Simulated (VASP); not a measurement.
# C (Fmmm) in VASP: further runs

C is run at these levels: PBE+D3(BJ); tasks: single point.

Program: VASP 6.6.1. These are calculated values, not measurements. Logs are shortened: lines on timing, memory, paths and dates and some standing lists are left out, and cuts for length are marked.

**1. The cell of the first run**

Symmetry: Fmmm, No. 69, orthorhombic system. Conventional cell: a = 2.466 Å, b = 4.268 Å, c = 6.796 Å, α = 90.00°, β = 90.00°, γ = 90.00°. Within 1.9 Å of C (site symmetry m2m) lie 3 C at 1.42 Å.

**2. Single point, PBE+D3(BJ)**

Contents of INCAR:

```
SYSTEM = C
ALGO = Normal
EDIFF = 1E-6
ENCUT = 520
GGA = PE
ISIF = 2
ISMEAR = 0
IVDW = 12
LASPH = .TRUE.
LCHARG = .TRUE.
LELF = .TRUE.
LREAL = .FALSE.
LVHAR = .TRUE.
LWAVE = .FALSE.
NBANDS = 11
NELM = 60
PREC = Accurate
SIGMA = 0.02
```

Contents of KPOINTS:

```
k-points
0
G
  18 18 18
  0 0 0
```

Contents of POSCAR:

```
C
1.0
    0.0000000000      2.1341012746      3.3978816559
    1.2327815062      0.0000000000      3.3978816559
    1.2327815062      2.1341012746      0.0000000000
C
2
Direct
    0.1666965999      0.8333034001      0.1666965999
    0.8333034001      0.1666965999      0.8333034001
```

Potentials or basis: VASP PAW PBE potentials, release 64 (C).

Command:

```sh
$ cat potpaw_PBE.64/C/POTCAR > POTCAR
$ mpirun -np 1 vasp_std > vasp.out
```

OUTCAR:

```text
SYSTEM = C
   EDIFF = 1E-6
   ENCUT = 520
   GGA = PE
   ISIF = 2
   ISMEAR = 0
   IVDW = 12
   LASPH = .TRUE.
   LREAL = .FALSE.
   NELM = 60
   PREC = Accurate
 IVDW          = 12

 ion  position               nearest neighbor table
   1  0.167  0.833  0.167-   2 1.42   2 1.42   2 1.42
   2  0.833  0.167  0.833-   1 1.42   1 1.42   1 1.42

  LATTYP: Found a face centered orthorhombic cell.
 ALAT       =     2.4655630124
 B/A-ratio  =     1.7311269384
 C/A-ratio  =     2.7562724123

  Lattice vectors:

 A1 = (   0.0000000000,   2.1341012746,   3.3978816559)
 A2 = (   1.2327815062,   0.0000000000,   3.3978816559)
 A3 = (   1.2327815062,   2.1341012746,   0.0000000000)

Analysis of symmetry for initial positions (statically):
=====================================================================
 Subroutine PRICEL returns:
 Original cell was already a primitive cell.

 Routine SETGRP: Setting up the symmetry group for a
 face centered orthorhombic supercell.

 Subroutine GETGRP returns: Found  8 space group operations
 (whereof  8 operations were pure point group operations)
 out of a pool of  8 trial point group operations.

The static configuration has the point symmetry D_2h.

Analysis of symmetry for dynamics (positions and initial velocities):
=====================================================================
 Subroutine PRICEL returns:
 Original cell was already a primitive cell.

 Routine SETGRP: Setting up the symmetry group for a
 face centered orthorhombic supercell.

 Subroutine GETGRP returns: Found  8 space group operations
 (whereof  8 operations were pure point group operations)
 out of a pool of  8 trial point group operations.

The dynamic configuration has the point symmetry D_2h.

 Subroutine INISYM returns: Found  8 space group operations
 (whereof  8 operations are pure point group operations),
 and found     1 'primitive' translations

----------------------------------------------------------------------------------------

                                     Primitive cell

  volume of cell :      17.8788

  direct lattice vectors                    reciprocal lattice vectors
     0.000000000  2.134101275  3.397881656    -0.405586876  0.234290662  0.147150505
     1.232781506  0.000000000  3.397881656     0.405586876 -0.234290662  0.147150505
     1.232781506  2.134101275  0.000000000     0.405586876  0.234290662 -0.147150505

  length of vectors
     4.012479034  3.614602328  2.464576737     0.490964458  0.490964458  0.490964458

  position of ions in fractional coordinates (direct lattice)
     0.166696600  0.833303400  0.166696600
     0.833303400  0.166696600  0.833303400

  ion indices of the primitive-cell ions
   primitive index   ion index
                 1           1
                 2           2

----------------------------------------------------------------------------------------

 KPOINTS: k-points

Automatic generation of k-mesh.
 Grid dimensions read from file:
 generate k-points for:   18   18   18

 Generating k-lattice:

  Cartesian coordinates                     Fractional coordinates (reciprocal lattice)
    -0.022532604  0.013016148  0.008175028     0.055555556 -0.000000000 -0.000000000
     0.022532604 -0.013016148  0.008175028     0.000000000  0.055555556  0.000000000
     0.022532604  0.013016148 -0.008175028     0.000000000  0.000000000  0.055555556

  Length of vectors
     0.027275803  0.027275803  0.027275803

  Shift w.r.t. Gamma in fractional coordinates (k-lattice)
     0.000000000  0.000000000  0.000000000

 Subroutine IBZKPT returns following result:
 ===========================================

 Found    865 irreducible k-points:

 Following reciprocal coordinates:
            Coordinates               Weight
  0.000000  0.000000  0.000000      1.000000
  0.055556 -0.000000  0.000000      8.000000
  0.111111 -0.000000  0.000000      8.000000
  0.166667 -0.000000  0.000000      8.000000
  0.222222  0.000000  0.000000      8.000000
  0.277778  0.000000  0.000000      8.000000
[... 16 lines left out ...]
 -0.277778  0.055556  0.000000      8.000000
 -0.222222  0.055556 -0.000000      8.000000
 [... further k-points ...]
   k-points           NKPTS =    865   k-points in BZ     NKDIM =    865   number of bands    NBANDS=     11
   number of dos      NEDOS =    301   number of ions     NIONS =      2
   total plane-waves  NPLWV =  15120
   dimension x,y,z NGX =    30 NGY =   28 NGZ =   18
   dimension x,y,z NGXF=    60 NGYF=   56 NGZF=   36
   ions per type =               2
   NGX,Y,Z   is equivalent  to a cutoff of  12.43, 12.88, 12.14 a.u.
   NGXF,Y,Z  is equivalent  to a cutoff of  24.86, 25.76, 24.28 a.u.
 SYSTEM =  C
   PREC   = accura    normal or accurate (medium, high low for compatibility)
   ISTART =      0    job   : 0-new  1-cont  2-samecut
   ICHARG =      2    charge: 1-file 2-atom 10-const
   ISPIN  =      1    spin polarized calculation?
   LNONCOLLINEAR =      F non collinear calculations
   LSORBIT =      F    spin-orbit coupling
   LASPH  =      T    aspherical Exc in radial PAW
   ENCUT  =  520.0 eV  38.22 Ry    6.18 a.u.   7.46  6.72  4.58*2*pi/ulx,y,z
   NELM   =     60;   NELMIN=  2; NELMDL= -5     # of ELM steps
   EDIFF  = 0.1E-05   stopping-criterion for ELM
   LREAL  =      F    real-space projection
   EDIFFG = 0.1E-04   stopping-criterion for IOM
   NSW    =      0    number of steps for IOM
   IBRION =     -1    ionic relax: 0-MD 1-quasi-New 2-CG
   NFREE  =      0    steps in history (QN), initial steepest desc. (CG)
   ISIF   =      2    stress and relaxation
   ISYM   =      2    0-nonsym 1-usesym 2-fastsym
   POTIM  = 0.5000    time-step for ionic-motion
   TEBEG  =    0.0;   TEEND  =   0.0 temperature during run
   PSTRESS=    0.0 pullay stress
   NELECT =       8.0000    total number of electrons
   NUPDOWN=      -1.0000    fix difference up-down
   EMIN   =  10.00;   EMAX   =-10.00  energy-range for DOS
   EFERMI =   0.00;   METHOD = LEGACY
   ISMEAR =     0;   SIGMA  =   0.02  broadening in eV -4-tet -1-fermi 0-gaus
   EFERMI_NEDOS =   21; number of points for ismear=-14 and -15
   IALGO  =     38    algorithm
   IMIX   =      4    mixing-type and parameters
     AMIX     =   0.40;   BMIX     =  1.00
     AMIX_MAG =   1.60;   BMIX_MAG =  1.00
  volume/ion in A,a.u.               =       8.94        60.33
  Fermi-wavevector in a.u.,A,eV,Ry     =   1.252156  2.366231 21.332495  1.567894
  Thomas-Fermi vector in A             =   2.386069
   LORBIT       =      0    0 simple, 1 ext, 2 COOP (PROOUT), +10 PAW based schemes
   GGA     = PE    functional components
   LHFCALC =     F    Hartree Fock is set to
   AEXX    =    0.0000 exact exchange contribution
   IVDW    =    12    specifies the selected vdW correction
   LEPSILON=     F    determine dielectric tensor
   LRPA    =     F    only Hartree local field effects (RPA)
 non-spin polarized calculation
 Gauss-broadening in eV      SIGMA  =   0.02
  energy-cutoff  :      520.00
  volume of cell :       17.88
 maximum number of plane-waves:       499
 NGX is ok and might be reduce to    30

 number of electron       8.0000001 magnetization

 Free energy of the ion-electron system (eV)
  ---------------------------------------------------
  ext. energy  EPLUGINS =         0.00000000
  ---------------------------------------------------
  free energy    TOTEN  =       -18.42421921 eV

  energy without entropy =      -18.42421864  energy(sigma->0) =      -18.42421893

 E-fermi :   4.5716     XC(G=0): -10.2346

 val. band max:        4.5352769521   @ k =  -0.2778   0.0556   0.3333
 cond. band min:       4.6079239676   @ k =  -0.2222   0.1111   0.3333
 fundamental gap:      0.0726470155
 Fermi energy:         4.5716004526

 k-point     1 :       0.0000    0.0000    0.0000
  band No.  band energies     occupation
      1     -15.0711      2.00000
      2      -2.0483      2.00000
      3       1.5583      2.00000
      4       1.5709      2.00000
      5       8.7517      0.00000
      6      12.9008      0.00000
      7      12.9612      0.00000
      8      15.9681      0.00000
      9      17.1817      0.00000
     10      27.2011      0.00000
     11      29.8155      0.00000

 k-point     2 :       0.0556   -0.0000    0.0000
  band No.  band energies     occupation
      1     -14.9954      2.00000
      2      -1.9818      2.00000
      3       1.2720      2.00000
      4       1.4052      2.00000
      5       8.8776      0.00000
      6      12.9833      0.00000
      7      13.2348      0.00000
      8      15.6974      0.00000
      9      17.3187      0.00000
     10      27.4461      0.00000
     11      29.1789      0.00000

 k-point     3 :       0.1111   -0.0000    0.0000
  band No.  band energies     occupation
      1     -14.7692      2.00000
      2      -1.7816      2.00000
      3       0.4597      2.00000
      4       0.9892      2.00000
      5       9.2534      0.00000
      6      13.0293      0.00000
      7      14.1213      0.00000
      8      14.9308      0.00000
      9      17.7609      0.00000
     10      27.5031      0.00000
     11      28.1597      0.00000
[... 267 lines left out ...]
 k-point    23 :      -0.2778    0.0556    0.0000
  band No.  band energies     occupation
      1     -12.4370      2.00000
      2      -4.9945      2.00000
      3      -1.1837      2.00000
      4       0.5688      2.00000
      5       9.1770      0.00000
      6      12.1525      0.00000
      7      12.6952      0.00000
      8      20.8324      0.00000
      9      21.1586      0.00000
     10      22.3565      0.00000
     11      27.0829      0.00000

 k-point    24 :      -0.2222    0.0556   -0.0000
  band No.  band energies     occupation
      1     -13.2339      2.00000
      2      -3.5275      2.00000
      3      -0.7185      2.00000
      4      -0.1632      2.00000
      5      10.7198      0.00000
      6      11.3080      0.00000
      7      12.6035      0.00000
      8      18.9397      0.00000
      9      20.6453      0.00000
     10      22.8380      0.00000
     11      27.7902      0.00000

 [... further k-points ...]

------------------------ aborting loop because EDIFF is reached ----------------------------------------

 Edisp (eV)   -0.30795

 E8    (eV) :    -0.0871

  FORCE on cell =-STRESS in cart. coord.  units (eV):
  Direction    XX          YY          ZZ          XY          YZ          ZX
  --------------------------------------------------------------------------------------
  -------------------------------------------------------------------------------------
  Total       0.07735     0.07872    -0.01114     0.00000     0.00000     0.00000
  in kB       6.93141     7.05463    -0.99794     0.00000     0.00000     0.00000
  external pressure =        4.33 kB  Pullay stress =        0.00 kB

 VOLUME and BASIS-vectors are now :
 -----------------------------------------------------------------------------
  energy-cutoff  :      520.00
  volume of cell :       17.88
      direct lattice vectors                 reciprocal lattice vectors
     0.000000000  2.134101275  3.397881656    -0.405586876  0.234290662  0.147150505
     1.232781506  0.000000000  3.397881656     0.405586876 -0.234290662  0.147150505
     1.232781506  2.134101275  0.000000000     0.405586876  0.234290662 -0.147150505

 POSITION                                       TOTAL-FORCE (eV/Angst)
 -----------------------------------------------------------------------------------
      1.23278      0.71149      3.39788         0.000000     -0.002338      0.000000
      1.23278      3.55671      3.39788         0.000000      0.002338      0.000000
 -----------------------------------------------------------------------------------
    total drift:                                0.000000      0.000000      0.000000

  FREE ENERGIE OF THE ION-ELECTRON SYSTEM (eV)
  ---------------------------------------------------
  free  energy   TOTEN  =       -18.7321686672 eV

  energy  without entropy=      -18.7321680954  energy(sigma->0) =      -18.73216838
```

It took 4.5 min on 1 thread of Intel Xeon 8259CL, shared host; peak memory 0.26 GiB.

Results:

```yaml
Free_energy: -18.7322 eV
Pressure: 0.4 GPa
Dispersion_energy_per_atom: -0.154 eV
```

Forces on the atoms (eV/Å):
```
C    0.000 -0.002  0.000
C    0.000  0.002  0.000
```

Stress tensor (GPa, compression positive):
```
 0.69  0.00  0.00
 0.00  0.71  0.00
 0.00  0.00 -0.10
```

**3. Single point, PBE+D3(BJ)**

This run uses another cell than the first one: it holds 4 atoms, not 2.

Contents of INCAR:

```
ALGO     = Normal         # electronic algorithm
EDIFF    = 1E-6           # SCF threshold, eV
ENCUT    = 520            # plane-wave cutoff, eV
GGA      = PE             # functional
ISIF     = 2              # what is computed and relaxed
ISMEAR   = 0              # smearing method
IVDW     = 12             # dispersion correction
LASPH    = T              # aspherical terms in the spheres
LCHARG   = F              # write CHGCAR
LREAL    = F              # projectors in reciprocal space
LWAVE    = F              # write WAVECAR
NBANDS   = 16             # bands
NELM     = 100            # most SCF steps
PREC     = Accurate       # precision mode
SIGMA    = 0.03           # smearing width, eV
```

Contents of KPOINTS:

```
k-points
0
Gamma
  14 10 8
```

Contents of POSCAR:

```
C
1.0
   -1.2327815062      2.1341012746      0.0000000000
   -1.2327815062      0.0000000000     -3.3978816559
   -3.6983445185     -2.1341012746      0.0000000000
C
4
Direct
    0.2500448999      0.0000000000      0.9166517000
    0.7500448999      0.0000000000      0.4166517000
    0.2499551001      0.0000000000      0.5833483000
    0.7499551001      0.0000000000      0.0833483000
```

Potentials or basis: VASP PAW PBE potentials, release 64 (C).

Command:

```sh
$ cat potpaw_PBE.64/C/POTCAR > POTCAR
$ mpirun -np 1 vasp_std > vasp.out
```

Run time: 6.7 min. Hardware: 1 thread of Intel Xeon 8259CL, shared host; peak memory 0.34 GiB.

The run converged. Its results:

```
Free energy                : -37.4652 eV
Pressure                   : 0.4 GPa
Largest force              : 0.023 eV/Å
Dispersion energy per atom : -0.154 eV
```

Forces in eV/Å, atoms in the order of the input:
```
C    0.023 -0.002  0.000
C    0.023 -0.002  0.000
C   -0.023  0.002  0.000
C   -0.023  0.002  0.000
```

Stress tensor (GPa, compression positive):
```
 0.68 -0.19  0.00
-0.19  0.73  0.00
 0.00  0.00 -0.09
```
